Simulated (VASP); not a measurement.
# NaF in VASP: further runs, part 2 of 3

VASP 6.6.1.

## (3) Single point, PBE (strain -0.5%)

Contents of INCAR:

```
PREC     = Accurate       # precision mode
ENCUT    = 520            # plane-wave cutoff, eV
EDIFF    = 1E-7           # SCF threshold, eV
ISMEAR   = 0              # smearing method
SIGMA    = 0.01           # smearing width, eV
LREAL    = F              # projectors in reciprocal space
LASPH    = T              # aspherical terms in the spheres
NELM     = 100            # most SCF steps
ALGO     = Normal         # electronic algorithm
ISIF     = 2              # what is computed and relaxed
LWAVE    = F              # write WAVECAR
LCHARG   = F              # write CHGCAR
GGA      = PE             # functional
NBANDS   = 14             # bands
```

Contents of KPOINTS:

```
regular mesh
0
Gamma
  6 6 6
```

Contents of POSCAR:

```
NaF
1.0
    0.0000000000      2.2856822396      2.2856822396
    2.2856822396      0.0000000000      2.2856822396
    2.2856822396      2.2856822396      0.0000000000
Na F
1 1
Direct
    0.0000000000      0.0000000000      0.0000000000
    0.5000000000      0.5000000000      0.5000000000
```

Potentials or basis: VASP PAW PBE potentials, release 64 (Na_pv, F).

On the command line:

```bash
> cat potpaw_PBE.64/Na_pv/POTCAR potpaw_PBE.64/F/POTCAR > POTCAR
> mpirun -np 1 vasp_std > vasp.out
```

OUTCAR:

```text
PREC = Accurate
   ENCUT = 520
   EDIFF = 1E-7
   ISMEAR = 0
   LREAL = F
   LASPH = T
   NELM = 100
   ISIF = 2
   GGA = PE

 ion  position               nearest neighbor table
   1  0.000  0.000  0.000-   2 2.29   2 2.29   2 2.29   2 2.29   2 2.29   2 2.29
   2  0.500  0.500  0.500-   1 2.29   1 2.29   1 2.29   1 2.29   1 2.29   1 2.29

  LATTYP: Found a face centered cubic cell.
 ALAT       =     4.5713644792

  Lattice vectors:

 A1 = (   0.0000000000,   2.2856822396,   2.2856822396)
 A2 = (   2.2856822396,   0.0000000000,   2.2856822396)
 A3 = (   2.2856822396,   2.2856822396,   0.0000000000)

Analysis of symmetry for initial positions (statically):
=====================================================================
 Subroutine PRICEL returns:
 Original cell was already a primitive cell.

 Routine SETGRP: Setting up the symmetry group for a
 face centered cubic supercell.

 Subroutine GETGRP returns: Found 48 space group operations
 (whereof 48 operations were pure point group operations)
 out of a pool of 48 trial point group operations.

The static configuration has the point symmetry O_h .

Analysis of symmetry for dynamics (positions and initial velocities):
=====================================================================
 Subroutine PRICEL returns:
 Original cell was already a primitive cell.

 Routine SETGRP: Setting up the symmetry group for a
 face centered cubic supercell.

 Subroutine GETGRP returns: Found 48 space group operations
 (whereof 48 operations were pure point group operations)
 out of a pool of 48 trial point group operations.

The dynamic configuration has the point symmetry O_h .

 Subroutine INISYM returns: Found 48 space group operations
 (whereof 48 operations are pure point group operations),
 and found     1 'primitive' translations

----------------------------------------------------------------------------------------

                                     Primitive cell

  volume of cell :      23.8824

  direct lattice vectors                    reciprocal lattice vectors
     0.000000000  2.285682240  2.285682240    -0.218753067  0.218753067  0.218753067
     2.285682240  0.000000000  2.285682240     0.218753067 -0.218753067  0.218753067
     2.285682240  2.285682240  0.000000000     0.218753067  0.218753067 -0.218753067

  length of vectors
     3.232442823  3.232442823  3.232442823     0.378891426  0.378891426  0.378891426

  position of ions in fractional coordinates (direct lattice)
     0.000000000  0.000000000  0.000000000
     0.500000000  0.500000000  0.500000000

  ion indices of the primitive-cell ions
   primitive index   ion index
                 1           1
                 2           2

----------------------------------------------------------------------------------------

 KPOINTS: regular mesh

Automatic generation of k-mesh.
 Grid dimensions read from file:
 generate k-points for:    6    6    6

 Generating k-lattice:

[... 21 lines left out ...]
  0.500000  0.000000  0.000000      4.000000
  0.166667  0.166667  0.000000      6.000000
  0.333333  0.166667  0.000000     24.000000
[... 8 lines left out ...]
 -0.333333  0.333333  0.166667     24.000000
 -0.333333  0.500000  0.166667     12.000000
   k-points           NKPTS =     16   k-points in BZ     NKDIM =     16   number of bands    NBANDS=     14
   number of dos      NEDOS =    301   number of ions     NIONS =      2
   total plane-waves  NPLWV =  13824
   dimension x,y,z NGX =    24 NGY =   24 NGZ =   24
   dimension x,y,z NGXF=    48 NGYF=   48 NGZF=   48
   ions per type =               1   1
   NGX,Y,Z   is equivalent  to a cutoff of  12.34, 12.34, 12.34 a.u.
   NGXF,Y,Z  is equivalent  to a cutoff of  24.69, 24.69, 24.69 a.u.
 SYSTEM =  unknown system
   PREC   = accura    normal or accurate (medium, high low for compatibility)
   ISTART =      0    job   : 0-new  1-cont  2-samecut
   ICHARG =      2    charge: 1-file 2-atom 10-const
   ISPIN  =      1    spin polarized calculation?
   LNONCOLLINEAR =      F non collinear calculations
   LSORBIT =      F    spin-orbit coupling
   LASPH  =      T    aspherical Exc in radial PAW
   ENCUT  =  520.0 eV  38.22 Ry    6.18 a.u.   6.01  6.01  6.01*2*pi/ulx,y,z
   NELM   =    100;   NELMIN=  2; NELMDL= -5     # of ELM steps
   EDIFF  = 0.1E-06   stopping-criterion for ELM
   LREAL  =      F    real-space projection
   EDIFFG = 0.1E-05   stopping-criterion for IOM
   NSW    =      0    number of steps for IOM
   IBRION =     -1    ionic relax: 0-MD 1-quasi-New 2-CG
   NFREE  =      0    steps in history (QN), initial steepest desc. (CG)
   ISIF   =      2    stress and relaxation
   ISYM   =      2    0-nonsym 1-usesym 2-fastsym
   POTIM  = 0.5000    time-step for ionic-motion
   TEBEG  =    0.0;   TEEND  =   0.0 temperature during run
   PSTRESS=    0.0 pullay stress
   NELECT =      14.0000    total number of electrons
   NUPDOWN=      -1.0000    fix difference up-down
   EMIN   =  10.00;   EMAX   =-10.00  energy-range for DOS
   EFERMI =   0.00;   METHOD = LEGACY
   ISMEAR =     0;   SIGMA  =   0.01  broadening in eV -4-tet -1-fermi 0-gaus
   EFERMI_NEDOS =   21; number of points for ismear=-14 and -15
   IALGO  =     38    algorithm
   IMIX   =      4    mixing-type and parameters
     AMIX     =   0.40;   BMIX     =  1.00
     AMIX_MAG =   1.60;   BMIX_MAG =  1.00
  volume/ion in A,a.u.               =      11.94        80.58
  Fermi-wavevector in a.u.,A,eV,Ry     =   1.370119  2.589150 25.541215  1.877226
  Thomas-Fermi vector in A             =   2.495934
   LORBIT       =      0    0 simple, 1 ext, 2 COOP (PROOUT), +10 PAW based schemes
   GGA     = PE    functional components
   LHFCALC =     F    Hartree Fock is set to
   AEXX    =    0.0000 exact exchange contribution
   IVDW    =     0    specifies the selected vdW correction
   LEPSILON=     F    determine dielectric tensor
   LRPA    =     F    only Hartree local field effects (RPA)
 non-spin polarized calculation
 Gauss-broadening in eV      SIGMA  =   0.01
  energy-cutoff  :      520.00
  volume of cell :       23.88
 maximum number of plane-waves:       654
   NGX = 13   NGY = 13   NGZ = 13

 number of electron      13.9999998 magnetization

 Free energy of the ion-electron system (eV)
  ---------------------------------------------------
  ext. energy  EPLUGINS =         0.00000000
  ---------------------------------------------------
  free energy    TOTEN  =        -8.53992857 eV

  energy without entropy =       -8.53992857  energy(sigma->0) =       -8.53992857

 E-fermi :  -1.8426     XC(G=0):  -9.3514

 val. band max:       -1.9002711266   @ k =   0.0000   0.0000   0.0000
 cond. band min:       4.6254952243   @ k =   0.0000   0.0000   0.0000
 fundamental gap:      6.5257663509
 Fermi energy:        -1.8425548896

 k-point     1 :       0.0000    0.0000    0.0000
  band No.  band energies     occupation
      1     -21.1453      2.00000
      2     -20.7274      2.00000
      3     -20.7274      2.00000
      4     -20.7274      2.00000
      5      -1.9003      2.00000
      6      -1.9003      2.00000
      7      -1.9003      2.00000
      8       4.6255      0.00000
      9      17.3689      0.00000
     10      17.3689      0.00000
     11      17.3690      0.00000
     12      20.3176      0.00000
     13      22.5401      0.00000
     14      22.5401      0.00000
[... 241 lines left out ...]
      1     -21.2521      2.00000
      2     -20.8634      2.00000
      3     -20.8131      2.00000
      4     -20.3708      2.00000
      5      -3.0341      2.00000
      6      -2.5811      2.00000
      7      -2.4629      2.00000
      8      11.5783      0.00000
      9      11.5989      0.00000
     10      13.1271      0.00000
     11      16.3213      0.00000
     12      20.0777      0.00000
     13      24.7273      0.00000
     14      24.7510      0.00000

------------------------ aborting loop because EDIFF is reached ----------------------------------------

  FORCE on cell =-STRESS in cart. coord.  units (eV):
  Direction    XX          YY          ZZ          XY          YZ          ZX
  --------------------------------------------------------------------------------------
  -------------------------------------------------------------------------------------
  Total        0.6656898      0.6656898      0.6656898      0.0000000     -0.0000000     -0.0000000
  in kB       44.6585847     44.6585847     44.6585847      0.0000000     -0.0000000     -0.0000000
  external PRESSURE =      44.6585847 kB  Pullay stress =       0.0000000 kB

 VOLUME and BASIS-vectors are now :
 -----------------------------------------------------------------------------
  energy-cutoff  :      520.00
  volume of cell :       23.88
      direct lattice vectors                 reciprocal lattice vectors
     0.000000000  2.285682240  2.285682240    -0.218753067  0.218753067  0.218753067
     2.285682240  0.000000000  2.285682240     0.218753067 -0.218753067  0.218753067
     2.285682240  2.285682240  0.000000000     0.218753067  0.218753067 -0.218753067

 POSITION                                       TOTAL-FORCE (eV/Angst)
 -----------------------------------------------------------------------------------
      0.00000      0.00000      0.00000        -0.000000      0.000000      0.000000
      2.28568      2.28568      2.28568         0.000000     -0.000000      0.000000
 -----------------------------------------------------------------------------------
    total drift:                                0.000000     -0.000000      0.000000

  FREE ENERGIE OF THE ION-ELECTRON SYSTEM (eV)
  ---------------------------------------------------
  free  energy   TOTEN  =        -8.5399285699 eV

  energy  without entropy=       -8.5399285699  energy(sigma->0) =       -8.53992857
```

Run time: 9.3 s. Hardware: 1 thread of Intel Xeon Platinum 8259CL at 2.50GHz (Skylake/Cascade Lake), shared host; peak memory 0.12 GiB.

What came out:

- Free energy: -8.5399 eV
- Pressure: 4.5 GPa
- Band gap on the k mesh: 6.53 eV, direct

Levels at points of the mesh, in eV from the valence-band top:
| k point | band 4 | band 5 | band 6 | band 7 | band 8 | band 9 | band 10 | band 11 |
| --- | --- | --- | --- | --- | --- | --- | --- | --- |
| (0.00, 0.00, 0.00) | -18.83 | 0.00 | 0.00 | 0.00 | 6.53 | 19.27 | 19.27 | 19.27 |
| (0.50, 0.00, 0.00) | -18.07 | -1.68 | -0.28 | -0.28 | 11.04 | 12.82 | 20.56 | 20.56 |
| (0.50, 0.50, 0.00) | -18.89 | -1.34 | -0.42 | -0.42 | 13.44 | 13.50 | 14.02 | 20.31 |

Caveat: the cell differs from its parent crystal (strain -0.5%).

## (4) Single point, PBE (uniaxial x strain -3.0%)

Contents of INCAR:

```
SYSTEM = NaF
PREC = Accurate ; ENCUT = 520
EDIFF = 1E-6 ; ISMEAR = 0
SIGMA = 0.01 ; LREAL = .False.
LASPH = .True. ; NELM = 100
ALGO = Normal ; ISIF = 2
LWAVE = .False. ; LCHARG = .False.
GGA = PE ; NBANDS = 14
```

Contents of KPOINTS:

```
regular mesh
0
Gamma
  6 6 6
  0 0 0
```

Contents of POSCAR:

```
NaF
1.0
    0.0000000000      2.2971680800      2.2971680800
    2.2282530376      0.0000000000      2.2971680800
    2.2282530376      2.2971680800      0.0000000000
Na F
1 1
Direct
    0.0000000000      0.0000000000      0.0000000000
    0.5000000000      0.5000000000      0.5000000000
```

Potentials or basis: VASP PAW PBE potentials, release 64 (Na_pv, F).

On the command line:

```bash
> cat potpaw_PBE.64/Na_pv/POTCAR potpaw_PBE.64/F/POTCAR > POTCAR
> mpirun -np 1 vasp_std > vasp.out
```

OUTCAR:

```text
SYSTEM = NaF
   PREC = Accurate
   ENCUT = 520
   EDIFF = 1E-6
   ISMEAR = 0
   LREAL = .False.
   LASPH = .True.
   NELM = 100
   ISIF = 2
   GGA = PE

 ion  position               nearest neighbor table
   1  0.000  0.000  0.000-   2 2.23   2 2.23   2 2.30   2 2.30   2 2.30   2 2.30
   2  0.500  0.500  0.500-   1 2.23   1 2.23   1 2.30   1 2.30   1 2.30   1 2.30

  LATTYP: Found a body centered tetragonal cell.
 ALAT       =     3.2486862538
 C/A-ratio  =     1.3717871555

  Lattice vectors:

 A1 = (  -2.2282530376,   0.0000000000,  -2.2971680800)
 A2 = (  -2.2282530376,   0.0000000000,   2.2971680800)
 A3 = (   2.2282530376,   2.2971680800,   0.0000000000)

Analysis of symmetry for initial positions (statically):
=====================================================================
 Subroutine PRICEL returns:
 Original cell was already a primitive cell.

 Routine SETGRP: Setting up the symmetry group for a
 body centered tetragonal supercell.

 Subroutine GETGRP returns: Found 16 space group operations
 (whereof 16 operations were pure point group operations)
 out of a pool of 16 trial point group operations.

The static configuration has the point symmetry D_4h.

Analysis of symmetry for dynamics (positions and initial velocities):
[... 170 lines left out ...]
      3     -20.6110      2.00000
      4     -20.6020      2.00000
      5      -1.8292      2.00000
      6      -1.8292      2.00000
      7      -1.8255      2.00000
      8       4.7834      0.00000
      9      17.4871      0.00000
     10      17.4871      0.00000
     11      17.7089      0.00000
     12      20.5426      0.00000
     13      22.3211      0.00000
     14      23.2453      0.00000
[... 377 lines left out ...]
      1     -21.4407      2.00000
      2     -20.6998      2.00000
      3     -20.6741      2.00000
      4     -20.0399      2.00000
      5      -3.0526      2.00000
      6      -2.6097      2.00000
      7      -2.2893      2.00000
      8      10.9397      0.00000
      9      11.4869      0.00000
     10      14.8844      0.00000
     11      16.9080      0.00000
     12      21.7824      0.00000
     13      22.5488      0.00000
     14      26.9829      0.00000

 [... further k-points ...]
[... 5 lines left out ...]
  --------------------------------------------------------------------------------------
  -------------------------------------------------------------------------------------
  Total        1.2049145      0.6429699      0.6429699     -0.0000000      0.0000000      0.0000000
  in kB       82.0893417     43.8047467     43.8047467     -0.0000000      0.0000000      0.0000000
  external PRESSURE =      56.5662783 kB  Pullay stress =       0.0000000 kB

 VOLUME and BASIS-vectors are now :
 -----------------------------------------------------------------------------
  energy-cutoff  :      520.00
  volume of cell :       23.52
      direct lattice vectors                 reciprocal lattice vectors
     0.000000000  2.297168080  2.297168080    -0.224391033  0.217659302  0.217659302
     2.228253038  0.000000000  2.297168080     0.224391033 -0.217659302  0.217659302
     2.228253038  2.297168080  0.000000000     0.224391033  0.217659302 -0.217659302

 POSITION                                       TOTAL-FORCE (eV/Angst)
 -----------------------------------------------------------------------------------
      0.00000      0.00000      0.00000         0.000000      0.000000      0.000000
      2.22825      2.29717      2.29717         0.000000      0.000000      0.000000
 -----------------------------------------------------------------------------------
    total drift:                                0.000000     -0.000000      0.000000

  FREE ENERGIE OF THE ION-ELECTRON SYSTEM (eV)
  ---------------------------------------------------
  free  energy   TOTEN  =        -8.5223537603 eV

  energy  without entropy=       -8.5223537603  energy(sigma->0) =       -8.52235376
```

OSZICAR:

```text
N       E                     dE             d eps       ncg     rms          rms(c)
DAV:   1     0.110704239259E+03    0.11070E+03   -0.77849E+03   852   0.125E+03
DAV:   2    -0.406163661602E+01   -0.11477E+03   -0.10694E+03   954   0.348E+02
DAV:   3    -0.937349312644E+01   -0.53119E+01   -0.53028E+01  1026   0.683E+01
DAV:   4    -0.941403812025E+01   -0.40545E-01   -0.40543E-01   966   0.650E+00
DAV:   5    -0.941443610441E+01   -0.39798E-03   -0.39798E-03  1038   0.640E-01    0.544E+00
DAV:   6    -0.852936026280E+01    0.88508E+00   -0.29991E+00  1044   0.153E+01    0.177E+00
DAV:   7    -0.852053184785E+01    0.88284E-02   -0.29454E-02   840   0.204E+00    0.105E+00
DAV:   8    -0.852190738940E+01   -0.13755E-02   -0.26617E-02   900   0.308E+00    0.144E-01
DAV:   9    -0.852241223743E+01   -0.50485E-03   -0.37729E-03  1086   0.592E-01    0.106E-01
DAV:  10    -0.852234640718E+01    0.65830E-04   -0.64641E-04   900   0.319E-01    0.164E-02
DAV:  11    -0.852235347700E+01   -0.70698E-05   -0.20842E-05   966   0.514E-02    0.252E-03
DAV:  12    -0.852235376027E+01   -0.28326E-06   -0.94261E-07   906   0.101E-02
   1 F= -.85223538E+01 E0= -.85223538E+01  d E =-.784181-109
```

stdout:

```text
POSCAR found type information on POSCAR NaF
 POSCAR found :  2 types and       2 ions
 scaLAPACK will be used
 LDA part: xc-table for (Slater+PW92), standard interpolation
 POSCAR, INCAR and KPOINTS ok, starting setup
 FFT: planning ... GRIDC
 FFT: planning ... GRID_SOFT
 FFT: planning ... GRID
 WAVECAR not read
 entering main loop
```

Wall time 12 s (1 thread of Intel Xeon Platinum 8259CL at 2.50GHz (Skylake/Cascade Lake), shared host); peak memory 0.13 GiB.

Results:

```
Free energy            : -8.5224 eV
Pressure               : 5.7 GPa
Band gap on the k mesh : 6.61 eV, direct
```

Stress tensor (GPa, compression positive):
```
8.21 0.00 0.00
0.00 4.38 0.00
0.00 0.00 4.38
```

Caveat: the cell differs from its parent crystal (uniaxial x strain -3.0%).

(Continued in part 3 of 3.)
